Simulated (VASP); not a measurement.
Wanted: the native input for a VASP 6.6.1 run.

| Property | Result |
| --- | --- |
| Task | single point |
| Functional | LDA |
| Potentials or basis | VASP PAW LDA potentials, release 64 (Cs_sv, Cd, Cl) |
| Cutoff | 520 eV |
| k mesh | 6 × 6 × 6 |
| Occupations | gaussian, width 0.05 eV |
| Spin | no spin polarisation |
| Dipole correction | no |
| Further INCAR settings | ALGO = Normal; EDIFF = 1e-06; NBANDS = 29 |

The structure of CsCdCl3 lies in POSCAR:

```
CsCdCl3
1.0
    5.3560000000      0.0000000000      0.0000000000
    0.0000000000      5.3560000000      0.0000000000
    0.0000000000      0.0000000000      5.0440000000
Cs Cd Cl
1 1 3
Direct
    0.0000000000      0.0000000000      0.0000000000
    0.5000000000      0.5000000000      0.5000000000
    0.0000000000      0.5000000000      0.5000000000
    0.5000000000      0.0000000000      0.5000000000
    0.5000000000      0.5000000000      0.0000000000
```

This cell differs from its parent crystal: strain +0.030 along x and y, -0.030 along z.

The input as run:

INCAR

```
SYSTEM = CsCdCl3
PREC = Accurate ; ENCUT = 520
EDIFF = 1E-6 ; ISMEAR = 0
SIGMA = 0.05 ; LREAL = .FALSE.
LASPH = .TRUE. ; NELM = 100
ALGO = Normal ; ISIF = 2
LWAVE = .FALSE. ; LCHARG = .FALSE.
NBANDS = 29
```

KPOINTS

```
regular mesh
0
G
  6 6 6
  0 0 0
```

Potentials or basis: VASP PAW LDA potentials, release 64 (Cs_sv, Cd, Cl).

Command:

```bash
$ cat potpaw_LDA.64/Cs_sv/POTCAR potpaw_LDA.64/Cd/POTCAR potpaw_LDA.64/Cl/POTCAR > POTCAR
$ mpirun -np 1 vasp_std > vasp.out
```

Results of the run:

- Pressure: -2.4 GPa
- Band gap on the k mesh: 1.41 eV (least direct gap 2.00 eV)

Caveat: the cell differs from its parent crystal (strain +0.030 along x and y, -0.030 along z); spin-orbit coupling is left out, which moves the levels of the heavy elements.

It took 69 s on 1 thread of AMD EPYC 9R45 96-Core Processor (Zen 5), on a shared host, peak memory 0.27 GiB.
